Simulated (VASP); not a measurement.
# In2TeBr4 (P3m1) in VASP: a series of runs, part 2 of 2

VASP 6.6.1. The steps go on from the part before.

### 3 Single point, PBE

This run uses another cell than the first one, of 33.72 Å³/atom.

INCAR reads:

```
SYSTEM = In2TeBr4
PREC = Accurate
ENCUT = 500
EDIFF = 1E-6
ISMEAR = 0
SIGMA = 0.15
LREAL = .FALSE.
LASPH = .TRUE.
NELM = 120
ALGO = Normal
ISIF = 2
LWAVE = .FALSE.
LCHARG = .TRUE.
GGA = PE
LELF = .TRUE.
LVHAR = .TRUE.
NBANDS = 39
GGA_COMPAT = .FALSE.
```

KPOINTS reads:

```
Automatic mesh
0
G
  2 2 2
  0 0 0
```

POSCAR reads:

```
In2TeBr4
1.0
    5.4838624652      0.0000000000      0.0000000000
   -2.7419312326      4.7491642057      0.0000000000
    0.0000000000      0.0000000000      9.0630858534
In Te Br
2 1 4
Direct
    0.3333333333      0.6666666667      0.5785612599
    0.6666666667      0.3333333333      0.8570322044
    0.3333333333      0.6666666667      0.2598471395
    0.3333333333      0.6666666667      0.8978009333
    0.6666666667      0.3333333333      0.1660414983
    0.6666666667      0.3333333333      0.5420459918
    0.0000000000      0.0000000000      0.7421993727
```

Potentials or basis: VASP PAW PBE potentials, release 64 (In_d, Te, Br).

Run with:

```sh
cat potpaw_PBE.64/In_d/POTCAR potpaw_PBE.64/Te/POTCAR potpaw_PBE.64/Br/POTCAR > POTCAR
mpirun -np 1 vasp_std > vasp.out
```

OUTCAR:

```text
SYSTEM = In2TeBr4
   PREC = Accurate
   ENCUT = 500
   EDIFF = 1E-6
   ISMEAR = 0
   LREAL = .FALSE.
   LASPH = .TRUE.
   NELM = 120
   ISIF = 2
   GGA = PE

 ion  position               nearest neighbor table
   1  0.333  0.667  0.579-   3 2.89   4 2.89   6 3.18   6 3.18   6 3.18
   2  0.667  0.333  0.857-   5 2.80   6 2.85   4 3.19   4 3.19   4 3.19   7 3.33   7 3.33   7 3.33

   3  0.333  0.667  0.260-   1 2.89
   4  0.333  0.667  0.898-   1 2.89   2 3.19   2 3.19   2 3.19
   5  0.667  0.333  0.166-   2 2.80
   6  0.667  0.333  0.542-   2 2.85   1 3.18   1 3.18   1 3.18
   7  0.000  0.000  0.742-   2 3.33   2 3.33   2 3.33

  LATTYP: Found a hexagonal cell.
 ALAT       =     5.4838624652
 C/A-ratio  =     1.6526829239

  Lattice vectors:

 A1 = (   5.4838624652,   0.0000000000,   0.0000000000)
 A2 = (  -2.7419312326,   4.7491642057,   0.0000000000)
 A3 = (   0.0000000000,   0.0000000000,   9.0630858534)

Analysis of symmetry for initial positions (statically):
=====================================================================
 Subroutine PRICEL returns:
 Original cell was already a primitive cell.

 Routine SETGRP: Setting up the symmetry group for a
 hexagonal supercell.

 Subroutine GETGRP returns: Found  6 space group operations
 (whereof  6 operations were pure point group operations)
 out of a pool of 24 trial point group operations.

The static configuration has the point symmetry C_3v.

Analysis of symmetry for dynamics (positions and initial velocities):
=====================================================================
 Subroutine PRICEL returns:
 Original cell was already a primitive cell.

 Routine SETGRP: Setting up the symmetry group for a
 hexagonal supercell.

 Subroutine GETGRP returns: Found  6 space group operations
 (whereof  6 operations were pure point group operations)
 out of a pool of 24 trial point group operations.

The dynamic configuration has the point symmetry C_3v.

 Subroutine INISYM returns: Found  6 space group operations
 (whereof  6 operations are pure point group operations),
 and found     1 'primitive' translations

----------------------------------------------------------------------------------------

                                     Primitive cell

  volume of cell :     236.0369

  direct lattice vectors                    reciprocal lattice vectors
     5.483862465  0.000000000  0.000000000     0.182353224  0.105281683  0.000000000
    -2.741931233  4.749164206  0.000000000     0.000000000  0.210563366  0.000000000
     0.000000000  0.000000000  9.063085853     0.000000000  0.000000000  0.110337695

  length of vectors
     5.483862465  5.483862465  9.063085853     0.210563366  0.210563366  0.110337695

  position of ions in fractional coordinates (direct lattice)
     0.333333333  0.666666667  0.578561260
     0.666666667  0.333333333  0.857032204
     0.333333333  0.666666667  0.259847140
     0.333333333  0.666666667  0.897800933
     0.666666667  0.333333333  0.166041498
     0.666666667  0.333333333  0.542045992
     0.000000000  0.000000000  0.742199373

  ion indices of the primitive-cell ions
   primitive index   ion index
                 1           1
                 2           2
                 3           3
                 4           4
                 5           5
                 6           6
                 7           7

----------------------------------------------------------------------------------------

 KPOINTS: Automatic mesh

Automatic generation of k-mesh.
 Grid dimensions read from file:
 generate k-points for:    2    2    2

 Generating k-lattice:

  Cartesian coordinates                     Fractional coordinates (reciprocal lattice)
     0.091176612  0.052640841  0.000000000     0.500000000 -0.000000000  0.000000000
     0.000000000  0.105281683  0.000000000     0.000000000  0.500000000  0.000000000
     0.000000000  0.000000000  0.055168847     0.000000000  0.000000000  0.500000000

  Length of vectors
     0.105281683  0.105281683  0.055168847

  Shift w.r.t. Gamma in fractional coordinates (k-lattice)
     0.000000000  0.000000000  0.000000000

 Subroutine IBZKPT returns following result:
 ===========================================

 Found      4 irreducible k-points:

 Following reciprocal coordinates:
            Coordinates               Weight
  0.000000  0.000000  0.000000      1.000000
  0.500000  0.000000  0.000000      3.000000
  0.000000  0.000000  0.500000      1.000000
  0.500000  0.000000  0.500000      3.000000
   k-points           NKPTS =      4   k-points in BZ     NKDIM =      4   number of bands    NBANDS=     39
   number of dos      NEDOS =    301   number of ions     NIONS =      7
   total plane-waves  NPLWV = 112000
   dimension x,y,z NGX =    40 NGY =   40 NGZ =   70
   dimension x,y,z NGXF=    80 NGYF=   80 NGZF=  140
   ions per type =               2   1   4
   NGX,Y,Z   is equivalent  to a cutoff of  12.13, 12.13, 12.84 a.u.
   NGXF,Y,Z  is equivalent  to a cutoff of  24.25, 24.25, 25.68 a.u.
 SYSTEM =  In2TeBr4
   PREC   = accura    normal or accurate (medium, high low for compatibility)
   ISTART =      0    job   : 0-new  1-cont  2-samecut
   ICHARG =      2    charge: 1-file 2-atom 10-const
   ISPIN  =      1    spin polarized calculation?
   LNONCOLLINEAR =      F non collinear calculations
   LSORBIT =      F    spin-orbit coupling
   LASPH  =      T    aspherical Exc in radial PAW
   ENCUT  =  500.0 eV  36.75 Ry    6.06 a.u.  10.00 10.00 16.52*2*pi/ulx,y,z
   NELM   =    120;   NELMIN=  2; NELMDL= -5     # of ELM steps
   EDIFF  = 0.1E-05   stopping-criterion for ELM
   LREAL  =      F    real-space projection
[... 7 lines left out ...]
   TEBEG  =    0.0;   TEEND  =   0.0 temperature during run
   PSTRESS=    0.0 pullay stress
   NELECT =      60.0000    total number of electrons
   NUPDOWN=      -1.0000    fix difference up-down
   EMIN   =  10.00;   EMAX   =-10.00  energy-range for DOS
   EFERMI =   0.00;   METHOD = LEGACY
   ISMEAR =     0;   SIGMA  =   0.15  broadening in eV -4-tet -1-fermi 0-gaus
   EFERMI_NEDOS =   21; number of points for ismear=-14 and -15
   IALGO  =     38    algorithm
   IMIX   =      4    mixing-type and parameters
     AMIX     =   0.40;   BMIX     =  1.00
     AMIX_MAG =   1.60;   BMIX_MAG =  1.00
  volume/ion in A,a.u.               =      33.72       227.55
  Fermi-wavevector in a.u.,A,eV,Ry     =   1.037047  1.959736 14.632623  1.075467
  Thomas-Fermi vector in A             =   2.171467
   LORBIT       =      0    0 simple, 1 ext, 2 COOP (PROOUT), +10 PAW based schemes
   GGA     = PE    functional components
   LHFCALC =     F    Hartree Fock is set to
   AEXX    =    0.0000 exact exchange contribution
   IVDW    =     0    specifies the selected vdW correction
   LEPSILON=     F    determine dielectric tensor
   LRPA    =     F    only Hartree local field effects (RPA)
 non-spin polarized calculation
 Gauss-broadening in eV      SIGMA  =   0.15
  energy-cutoff  :      500.00
  volume of cell :      236.04
 maximum number of plane-waves:      5997
 NGX is ok and might be reduce to    40
   NGX = 19   NGY = 19   NGZ = 33

 number of electron      59.9999992 magnetization

 Free energy of the ion-electron system (eV)
  ---------------------------------------------------
  ext. energy  EPLUGINS =         0.00000000
  ---------------------------------------------------
  free energy    TOTEN  =       -16.83011944 eV

  energy without entropy =      -16.80121635  energy(sigma->0) =      -16.81566790

 E-fermi :   2.5542     XC(G=0):  -8.2675

 val. band max:        2.5122369493   @ k =   0.0000   0.0000   0.5000
 cond. band min:       2.7163708646   @ k =   0.5000   0.0000   0.0000
 fundamental gap:      0.2041339153
 Fermi energy:         2.5542346646

 k-point     1 :       0.0000    0.0000    0.0000
  band No.  band energies     occupation
      1     -12.7922      2.00000
      2     -12.6427      2.00000
      3     -12.3756      2.00000
      4     -11.9080      2.00000
      5     -11.9080      2.00000
      6     -11.8769      2.00000
[... 31 lines left out ...]
     38       8.4299      0.00000
     39       8.9709      0.00000
[... 124 lines left out ...]
     38       7.4652      0.00000
     39       8.3794      0.00000

------------------------ aborting loop because EDIFF is reached ----------------------------------------

  FORCE on cell =-STRESS in cart. coord.  units (eV):
  Direction    XX          YY          ZZ          XY          YZ          ZX
  --------------------------------------------------------------------------------------
  -------------------------------------------------------------------------------------
  Total        0.0505314      0.0505314      0.5941162      0.0000000      0.0000000      0.0000000
  in kB        0.3429982      0.3429982      4.0327580      0.0000000      0.0000000      0.0000000
  external PRESSURE =       1.5729181 kB  Pullay stress =       0.0000000 kB

 VOLUME and BASIS-vectors are now :
 -----------------------------------------------------------------------------
  energy-cutoff  :      500.00
  volume of cell :      236.04
      direct lattice vectors                 reciprocal lattice vectors
     5.483862465  0.000000000  0.000000000     0.182353224  0.105281683  0.000000000
    -2.741931233  4.749164206  0.000000000     0.000000000  0.210563366  0.000000000
     0.000000000  0.000000000  9.063085853     0.000000000  0.000000000  0.110337695

 POSITION                                       TOTAL-FORCE (eV/Angst)
 -----------------------------------------------------------------------------------
     -0.00000      3.16611      5.24355         0.000000     -0.000000      0.023879
      2.74193      1.58305      7.76736        -0.000000     -0.000000     -0.019734
     -0.00000      3.16611      2.35502         0.000000     -0.000000     -0.053021
     -0.00000      3.16611      8.13685        -0.000000      0.000000      0.053545
      2.74193      1.58305      1.50485        -0.000000     -0.000000      0.036831
      2.74193      1.58305      4.91261         0.000000      0.000000     -0.025204
      0.00000      0.00000      6.72662         0.000000     -0.000000     -0.016297
 -----------------------------------------------------------------------------------
    total drift:                               -0.000000     -0.000000     -0.000365

  FREE ENERGIE OF THE ION-ELECTRON SYSTEM (eV)
  ---------------------------------------------------
  free  energy   TOTEN  =       -16.8301194364 eV

  energy  without entropy=      -16.8012163537  energy(sigma->0) =      -16.81566790
```

It took 1.7 min on 1 thread of Intel Xeon 8259CL, shared host; peak memory 0.33 GiB.

What came out:

- Free energy: -16.8301 eV
- Pressure: 0.2 GPa
- Largest force: 0.054 eV/Å
- Band gap on the k mesh: zero (bands 30 and 31 overlap by 0.58 eV)

Forces on the atoms (eV/Å):
```
In   0.000  0.000  0.024
In   0.000  0.000 -0.020
Te   0.000  0.000 -0.053
Br   0.000  0.000  0.054
Br   0.000  0.000  0.037
Br   0.000  0.000 -0.025
Br   0.000  0.000 -0.016
```

Stress tensor (GPa, compression positive):
```
0.03 0.00 0.00
0.00 0.03 0.00
0.00 0.00 0.40
```

Caveat: the k points lie up to 0.66 Å⁻¹ apart, too coarse for converged energies and pressures of a metal; spin-orbit coupling is left out, which moves the levels of the heavy elements.

The gap in the log of VASP goes by the Fermi energy; the results here count the filled bands.